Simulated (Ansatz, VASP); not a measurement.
**SrCl2: VASP beside Ansatz**

Contents of POSCAR:

```
SrCl2
1.0
    0.0000000000      3.4855000000      3.4855000000
    3.4855000000      0.0000000000      3.4855000000
    3.4855000000      3.4855000000      0.0000000000
Sr Cl
1 2
Direct
    0.0000000000      0.0000000000      0.0000000000
    0.2322487897      0.2677512103      0.2500000000
    0.7322487897      0.7677512103      0.7500000000
```

INCAR.step1

```
PREC = Accurate
ENCUT = 520
ISMEAR = 0
SIGMA = 0.05
LREAL = False
LASPH = True
NELM = 100
NBANDS = 19
GGA = PE
ALGO = Normal
EDIFF = 1E-4
LWAVE = True
LCHARG = False
```

Contents of INCAR.step2:

```
PREC = Accurate
ENCUT = 520
EDIFF = 1E-6
ISMEAR = 0
SIGMA = 0.05
LREAL = False
LASPH = True
NELM = 100
ALGO = Normal
ISIF = 2
LWAVE = False
LCHARG = False
METAGGA = R2SCAN
LMIXTAU = True
NBANDS = 19
ISTART = 1
```

KPOINTS

```
regular mesh
0
Gamma
  6 6 6
```

Input for Ansatz:

```yaml
crystal:
  lattice:
    - [0.0, 3.4855, 3.4855]
    - [3.4855, 0.0, 3.4855]
    - [3.4855, 3.4855, 0.0]
  atoms:
    - { symbol: Sr, position: [0.0, 0.0, 0.0] }
    - { symbol: Cl, position: [0.2322487897, 0.2677512103, 0.25] }
    - { symbol: Cl, position: [0.7322487897, 0.7677512103, 0.75] }
basis:
  ecutwfc: 500
kpoints:
  mp_grid: { grid: [6, 6, 6] }
hamiltonian:
  xc: r2scan
scf:
  occupations: { method: gaussian, width: 0.05 }
output:
  forces: true
  stress: true
  eigenvalues: true
```

Change from the starting cell: all Cl atoms moved +0.087 Å, as atom 2 along Cartesian [1 -1 0].

Alike in both runs: task single point; functional r2SCAN; k mesh 6 × 6 × 6; occupations gaussian, width 0.05 eV; no spin polarisation.

```csv
,VASP,Ansatz
version,VASP 6.6.1,Ansatz 0.2.0
potentials or method,"VASP PAW PBE potentials, release 64 (Sr_sv, Cl), cutoff 520 eV","scalar-relativistic, plane waves, PAW"
valence electrons in the cell,24,24
```

```tsv
	VASP	Ansatz	Ansatz less VASP
gap on the k mesh at the Fermi level (eV)	5.97	5.97	0.000
least direct gap on the mesh (eV)	5.98	5.98	-0.001
pressure (GPa)	0.5	0.5	-0.04
traceless stress, the component that is largest in VASP (GPa)	-0.10	-0.10	+0.002
rms of the force components (eV/Å)	0.110	0.108	-0.0022
```

VASP's potentials were made for PBE, not for r2SCAN. Atom by atom the forces differ by 0.002 eV/Å (rms over components). The functional is the same, so the differences come from potentials, cutoffs and numerics.
